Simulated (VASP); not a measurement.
# LaB6 (Pm-3m) in VASP: a series of runs, part 2 of 2

VASP 6.6.1. The steps go on from the part before.

## (5) Single point, PBEsol

This run uses another cell than the first one, of 10.07 Å³/atom, 0.981 times its volume.

Input file INCAR:

```
PREC = Accurate
ENCUT = 520
EDIFF = 1E-6
ISMEAR = -1
SIGMA = 0.15
LREAL = False
LASPH = True
NELM = 100
ALGO = Normal
ISIF = 2
LWAVE = False
LCHARG = False
GGA = PS
NBANDS = 24
```

Input file KPOINTS:

```
regular mesh
0
Gamma
  8 8 8
```

Input file POSCAR:

```
LaB6
1.0
    4.1303751082      0.0000000000      0.0000000000
    0.0000000000      4.1303751082      0.0000000000
    0.0000000000      0.0000000000      4.1303751082
La B
1 6
Direct
    0.0000000000      0.0000000000      0.0000000000
    0.1996788744      0.5000000000      0.5000000000
    0.5000000000      0.1996788744      0.5000000000
    0.8003211256      0.5000000000      0.5000000000
    0.5000000000      0.8003211256      0.5000000000
    0.5000000000      0.5000000000      0.1996788744
    0.5000000000      0.5000000000      0.8003211256
```

Potentials or basis: VASP PAW PBE potentials, release 64 (La, B).

Launch:

```sh
$ cat potpaw_PBE.64/La/POTCAR potpaw_PBE.64/B/POTCAR > POTCAR
$ mpirun -np 1 vasp_std > vasp.out
```

OUTCAR:

```text
PREC = Accurate
   ENCUT = 520
   EDIFF = 1E-6
   ISMEAR = -1
   LREAL = False
   LASPH = True
   NELM = 100
   ISIF = 2
   GGA = PS

 ion  position               nearest neighbor table
   1  0.000  0.000  0.000-
   2  0.200  0.500  0.500-   4 1.65   3 1.75   5 1.75   6 1.75   7 1.75
   3  0.500  0.200  0.500-   5 1.65   4 1.75   2 1.75   6 1.75   7 1.75
   4  0.800  0.500  0.500-   2 1.65   3 1.75   5 1.75   6 1.75   7 1.75
   5  0.500  0.800  0.500-   3 1.65   2 1.75   4 1.75   6 1.75   7 1.75
   6  0.500  0.500  0.200-   7 1.65   3 1.75   4 1.75   5 1.75   2 1.75
   7  0.500  0.500  0.800-   6 1.65   3 1.75   4 1.75   5 1.75   2 1.75

  LATTYP: Found a simple cubic cell.
 ALAT       =     4.1303751082

  Lattice vectors:

 A1 = (   4.1303751082,   0.0000000000,   0.0000000000)
 A2 = (   0.0000000000,   4.1303751082,   0.0000000000)
 A3 = (   0.0000000000,   0.0000000000,   4.1303751082)

Analysis of symmetry for initial positions (statically):
=====================================================================
 Subroutine PRICEL returns:
 Original cell was already a primitive cell.

 Routine SETGRP: Setting up the symmetry group for a
 simple cubic supercell.

 Subroutine GETGRP returns: Found 48 space group operations
 (whereof 48 operations were pure point group operations)
 out of a pool of 48 trial point group operations.

The static configuration has the point symmetry O_h .

Analysis of symmetry for dynamics (positions and initial velocities):
=====================================================================
 Subroutine PRICEL returns:
 Original cell was already a primitive cell.

 Routine SETGRP: Setting up the symmetry group for a
 simple cubic supercell.

 Subroutine GETGRP returns: Found 48 space group operations
 (whereof 48 operations were pure point group operations)
 out of a pool of 48 trial point group operations.

The dynamic configuration has the point symmetry O_h .

 Subroutine INISYM returns: Found 48 space group operations
 (whereof 48 operations are pure point group operations),
 and found     1 'primitive' translations

----------------------------------------------------------------------------------------

                                     Primitive cell

  volume of cell :      70.4642

  direct lattice vectors                    reciprocal lattice vectors
     4.130375108  0.000000000  0.000000000     0.242108761  0.000000000  0.000000000
     0.000000000  4.130375108  0.000000000     0.000000000  0.242108761  0.000000000
     0.000000000  0.000000000  4.130375108     0.000000000  0.000000000  0.242108761

  length of vectors
     4.130375108  4.130375108  4.130375108     0.242108761  0.242108761  0.242108761

  position of ions in fractional coordinates (direct lattice)
     0.000000000  0.000000000  0.000000000
     0.199678874  0.500000000  0.500000000
     0.500000000  0.199678874  0.500000000
     0.800321126  0.500000000  0.500000000
     0.500000000  0.800321126  0.500000000
     0.500000000  0.500000000  0.199678874
     0.500000000  0.500000000  0.800321126

  ion indices of the primitive-cell ions
[... 27 lines left out ...]
  Shift w.r.t. Gamma in fractional coordinates (k-lattice)
     0.000000000  0.000000000  0.000000000

 Subroutine IBZKPT returns following result:
 ===========================================

 Found     35 irreducible k-points:

 Following reciprocal coordinates:
            Coordinates               Weight
  0.000000  0.000000  0.000000      1.000000
  0.125000  0.000000  0.000000      6.000000
  0.250000  0.000000  0.000000      6.000000
  0.375000  0.000000  0.000000      6.000000
  0.500000  0.000000  0.000000      3.000000
  0.125000  0.125000  0.000000     12.000000
[... 16 lines left out ...]
  0.375000  0.375000  0.125000     24.000000
  0.500000  0.375000  0.125000     24.000000
 [... further k-points ...]
   k-points           NKPTS =     35   k-points in BZ     NKDIM =     35   number of bands    NBANDS=     24
   number of dos      NEDOS =    301   number of ions     NIONS =      7
   total plane-waves  NPLWV =  32768
   dimension x,y,z NGX =    32 NGY =   32 NGZ =   32
   dimension x,y,z NGXF=    64 NGYF=   64 NGZF=   64
   ions per type =               1   6
   NGX,Y,Z   is equivalent  to a cutoff of  12.88, 12.88, 12.88 a.u.
   NGXF,Y,Z  is equivalent  to a cutoff of  25.76, 25.76, 25.76 a.u.
 SYSTEM =  unknown system
   PREC   = accura    normal or accurate (medium, high low for compatibility)
   ISTART =      0    job   : 0-new  1-cont  2-samecut
   ICHARG =      2    charge: 1-file 2-atom 10-const
   ISPIN  =      1    spin polarized calculation?
   LNONCOLLINEAR =      F non collinear calculations
   LSORBIT =      F    spin-orbit coupling
   LASPH  =      T    aspherical Exc in radial PAW
   ENCUT  =  520.0 eV  38.22 Ry    6.18 a.u.   7.68  7.68  7.68*2*pi/ulx,y,z
   NELM   =    100;   NELMIN=  2; NELMDL= -5     # of ELM steps
   EDIFF  = 0.1E-05   stopping-criterion for ELM
   LREAL  =      F    real-space projection
   EDIFFG = 0.1E-04   stopping-criterion for IOM
   NSW    =      0    number of steps for IOM
   IBRION =     -1    ionic relax: 0-MD 1-quasi-New 2-CG
   NFREE  =      0    steps in history (QN), initial steepest desc. (CG)
   ISIF   =      2    stress and relaxation
   ISYM   =      2    0-nonsym 1-usesym 2-fastsym
   POTIM  = 0.5000    time-step for ionic-motion
   TEBEG  =    0.0;   TEEND  =   0.0 temperature during run
   PSTRESS=    0.0 pullay stress
   NELECT =      29.0000    total number of electrons
   NUPDOWN=      -1.0000    fix difference up-down
   EMIN   =  10.00;   EMAX   =-10.00  energy-range for DOS
   EFERMI =   0.00;   METHOD = LEGACY
   ISMEAR =    -1;   SIGMA  =   0.15  broadening in eV -4-tet -1-fermi 0-gaus
   EFERMI_NEDOS =   21; number of points for ismear=-14 and -15
   IALGO  =     38    algorithm
   IMIX   =      4    mixing-type and parameters
     AMIX     =   0.40;   BMIX     =  1.00
     AMIX_MAG =   1.60;   BMIX_MAG =  1.00
  volume/ion in A,a.u.               =      10.07        67.93
  Fermi-wavevector in a.u.,A,eV,Ry     =   1.217731  2.301178 20.175652  1.482869
  Thomas-Fermi vector in A             =   2.353041
   LORBIT       =      0    0 simple, 1 ext, 2 COOP (PROOUT), +10 PAW based schemes
   GGA     = PS    functional components
   LHFCALC =     F    Hartree Fock is set to
   AEXX    =    0.0000 exact exchange contribution
   IVDW    =     0    specifies the selected vdW correction
   LEPSILON=     F    determine dielectric tensor
   LRPA    =     F    only Hartree local field effects (RPA)
 non-spin polarized calculation
  energy-cutoff  :      520.00
  volume of cell :       70.46
 maximum number of plane-waves:      1924
 NGX is ok and might be reduce to    32
   NGX = 15   NGY = 15   NGZ = 15

 number of electron      29.0000002 magnetization

 Free energy of the ion-electron system (eV)
  ---------------------------------------------------
  ext. energy  EPLUGINS =         0.00000000
  ---------------------------------------------------
  free energy    TOTEN  =       -51.56395917 eV

  energy without entropy =      -51.50462474  energy(sigma->0) =      -51.53429196

 E-fermi :   8.5798     XC(G=0): -11.4485

 val. band max:        8.5705053615   @ k =   0.2500   0.2500   0.0000
 cond. band min:       8.6177311028   @ k =   0.1250   0.1250   0.0000
 fundamental gap:      0.0472257413
 Fermi energy:         8.5798346453

 k-point     1 :       0.0000    0.0000    0.0000
  band No.  band energies     occupation
      1     -24.3024      2.00000
      2      -8.0565      2.00000
      3      -8.0565      2.00000
      4      -8.0565      2.00000
      5      -6.9767      2.00000
      6       0.6483      2.00000
[... 637 lines left out ...]
     23      11.7766      0.00000
     24      12.1205      0.00000

 [... further k-points ...]
[... 5 lines left out ...]
  --------------------------------------------------------------------------------------
  -------------------------------------------------------------------------------------
  Total        0.0564213      0.0564213      0.0564213      0.0000000      0.0000000     -0.0000000
  in kB        1.2828774      1.2828774      1.2828774      0.0000000      0.0000000     -0.0000000
  external PRESSURE =       1.2828774 kB  Pullay stress =       0.0000000 kB

 VOLUME and BASIS-vectors are now :
 -----------------------------------------------------------------------------
  energy-cutoff  :      520.00
  volume of cell :       70.46
      direct lattice vectors                 reciprocal lattice vectors
     4.130375108  0.000000000  0.000000000     0.242108761  0.000000000  0.000000000
     0.000000000  4.130375108  0.000000000     0.000000000  0.242108761  0.000000000
     0.000000000  0.000000000  4.130375108     0.000000000  0.000000000  0.242108761

 POSITION                                       TOTAL-FORCE (eV/Angst)
 -----------------------------------------------------------------------------------
      0.00000      0.00000      0.00000         0.000000     -0.000000      0.000000
      0.82475      2.06519      2.06519        -0.029189     -0.000000      0.000000
      2.06519      0.82475      2.06519         0.000000     -0.029189      0.000000
      3.30563      2.06519      2.06519         0.029189     -0.000000     -0.000000
      2.06519      3.30563      2.06519         0.000000      0.029189     -0.000000
      2.06519      2.06519      0.82475         0.000000     -0.000000     -0.029189
      2.06519      2.06519      3.30563         0.000000     -0.000000      0.029189
 -----------------------------------------------------------------------------------
    total drift:                                0.000000     -0.000000     -0.000000

  FREE ENERGIE OF THE ION-ELECTRON SYSTEM (eV)
  ---------------------------------------------------
  free  energy   TOTEN  =       -51.5639591717 eV

  energy  without entropy=      -51.5046247440  energy(sigma->0) =      -51.53429196
```

Wall time 80 s (1 thread of Intel Xeon Platinum 8259CL at 2.50GHz (Skylake/Cascade Lake), shared host); peak memory 0.21 GiB.

Results:

* Free energy: -51.5640 eV
* Pressure: 0.1 GPa
* Largest force: 0.029 eV/Å

Forces on the atoms (eV/Å):
```
La   0.000  0.000  0.000
B   -0.029  0.000  0.000
B    0.000 -0.029  0.000
B    0.029  0.000  0.000
B    0.000  0.029  0.000
B    0.000  0.000 -0.029
B    0.000  0.000  0.029
```

Caveat: the PAW data sets were made with another functional, which shifts forces and pressure a little; spin-orbit coupling is left out, which moves the levels of the heavy elements.

## (6) The runs side by side

```csv
task,cell,k mesh,cutoff (eV),smearing,gap on the mesh (eV),pressure (GPa),largest force (eV/Å)
single point,"a = 4.157 Å, 7 atoms",4 × 4 × 4,520,gaussian 0.1 eV,none,-3.6,0.54
single point,"a = 4.130 Å, 7 atoms",8 × 8 × 8,520,gaussian 0.1 eV,none,0.1,0.03
relaxation of cell and atoms,"relaxed from a = 4.157 Å, 7 atoms",8 × 8 × 8,600,gaussian 0.1 eV,none,0.0,-
single point,"a = 4.130 Å, 7 atoms",8 × 8 × 8,520,fermi-dirac 0.15 eV,none,0.1,0.03
```

Alike in all rows: level PBEsol; potentials or basis VASP PAW PBE potentials, release 64 (La, B); no spin polarisation.

Caveats: some runs use coarse meshes; the PAW data sets were made with another functional, which shifts forces and pressure a little; spin-orbit coupling is left out, which moves the levels of the heavy elements.

Absolute energies hang on the potentials; compare differences alone.
